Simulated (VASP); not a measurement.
Wanted: the native input for a VASP 6.6.1 run.

* Task: single point
* Functional: PBE-based global hybrid with 15 % exact exchange
* Potentials or basis: VASP PAW PBE potentials, release 64 (As, Ga_d)
* Cutoff: 520 eV
* k mesh: 5 × 5 × 5
* Occupations: fermi-dirac, width 0.05 eV
* Spin: no spin polarisation
* Dipole correction: no
* Grid for exact exchange (PRECFOCK): Normal
* Share of exact exchange: 0.15
* Further INCAR settings: ALGO = Normal; EDIFF = 1e-06; NBANDS = 16

The system is GaAs.

```
As Ga
1.0
     0.00000    2.82685    2.82685
     2.82685    0.00000    2.82685
     2.82685    2.82685    0.00000
As Ga
1 1
Cartesian
  4.2403 4.2403 4.2403
  0.0000 0.0000 0.0000
```

One way to write it, as run:

POSCAR

```
GaAs
1.0
    0.0000000000      2.8268500000      2.8268500000
    2.8268500000      0.0000000000      2.8268500000
    2.8268500000      2.8268500000      0.0000000000
As Ga
1 1
Direct
    0.7500000000      0.7500000000      0.7500000000
    0.0000000000      0.0000000000      0.0000000000
```

INCAR.step1

```
ALGO = Normal
EDIFF = 1E-5
ENCUT = 520
GGA = PE
ISIF = 2
ISMEAR = -1
LASPH = T
LREAL = F
LWAVE = T
NBANDS = 16
NELM = 100
PREC = Accurate
SIGMA = 0.05
```

INCAR.step2

```
AEXX = 0.15
ALGO = Normal
EDIFF = 1E-6
ENCUT = 520
GGA = PE
ISIF = 2
ISMEAR = -1
ISTART = 1
LASPH = T
LCHARG = T
LELF = T
LHFCALC = T
LREAL = F
LVHAR = T
LWAVE = F
NBANDS = 16
NELM = 100
PREC = Accurate
PRECFOCK = Normal
SIGMA = 0.05
```

KPOINTS

```
k-points
0
Gamma
  5 5 5
```

Potentials or basis: VASP PAW PBE potentials, release 64 (As, Ga_d).

Launch:

```sh
$ cat potpaw_PBE.64/As/POTCAR potpaw_PBE.64/Ga_d/POTCAR > POTCAR
$ cp INCAR.step1 INCAR
$ mpirun -np 1 vasp_std > vasp.out
$ cp INCAR.step2 INCAR
$ mpirun -np 1 vasp_std > vasp.out
```

Results of the run:

```json
{"Pressure": "1.9 GPa", "Band gap on the k mesh": "1.44 eV"}
```

Caveat: the PAW data sets were made with another functional, which shifts forces and pressure a little; an odd mesh through Γ misses points on the zone boundary, where band edges can lie.

It took 24 min on 1 thread of Intel Xeon 8259CL (shared host), peak memory 0.19 GiB.
